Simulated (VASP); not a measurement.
Sb:

```
Sb
1.0
     0.00000    3.27107    3.27107
     3.27107    0.00000    3.27107
     3.27107    3.27107    0.00000
Sb
2
Direct
  0.87500 0.87500 0.87500
  0.12500 0.12500 0.12500
```

This isn't the form of Sb at room conditions, which is rhombohedral.

- Program: VASP 6.6.1
- Task: relaxation of cell and atoms
- Functional: LDA
- Potentials or basis: VASP PAW LDA potentials, release 64 (Sb_d_GW)
- Cutoff: 500 eV
- k mesh: 10 × 10 × 10
- Occupations: fermi-dirac, width 0.1 eV
- Spin: no spin polarisation

At the start: pressure 5.8 GPa; volume 35.00 Å³/atom.

How do energy, volume and symmetry change on relaxing?

Over 3 steps the energy falls by 75.3 meV/atom and the volume is 39.56 Å³/atom (+13.0 %); space group Fd-3m (No. 227, to 0.1 Å) before and after.

The path:
| step | energy change (eV) | largest force (eV/Å) | pressure (GPa) | volume (Å³) |
| --- | --- | --- | --- | --- |
| 1 | 0.0000 | 0.0000 | 5.83 | 70.00 |
| 2 | -0.1225 | 0.0000 | -1.85 | 83.72 |
| 3 | -0.1505 | 0.0000 | 0.00 | 79.12 |

Final structure:
```yaml
crystal:
  lattice:
    - [0.00000, 3.40737, 3.40737]
    - [3.40737, 0.00000, 3.40737]
    - [3.40737, 3.40737, 0.00000]
  atoms:
    - { symbol: Sb, position: [0.87500, 0.87500, 0.87500] }
    - { symbol: Sb, position: [0.12500, 0.12500, 0.12500] }
```
